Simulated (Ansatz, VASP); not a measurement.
**Re: VASP beside Ansatz**

```
CELL_PARAMETERS angstrom
2.73830 0.00000 0.00000
-1.36915 2.37144 0.00000
0.00000 0.00000 4.41458
ATOMIC_POSITIONS crystal
Re 0.33333 0.66667 0.25000
Re 0.66667 0.33333 0.75000
```

Alike in both runs: functional LDA; k mesh 17 × 17 × 9; occupations fermi-dirac, width 0.05 eV; no spin polarisation.

Ansatz relaxed the structure, and its values are those at the end. VASP's run is a single point on that final structure, the one shown.

```csv
,VASP,Ansatz
version,VASP 6.6.1,Ansatz 0.2.0
potentials or method,"VASP PAW LDA potentials, release 64 (Re_sv_GW)","PAW with Ansatz's default frozen-core files, scalar-relativistic"
plane-wave cutoff (eV),500,420
valence electrons in the cell,30,30
```

|  | VASP | Ansatz | Ansatz less VASP |
| --- | --- | --- | --- |
| pressure (GPa) | -1.0 | 0.0 | +0.96 |

LDA's correlation is that of Perdew and Zunger in VASP and of Perdew and Wang (1992) in Ansatz.

Spin-orbit coupling is off throughout.
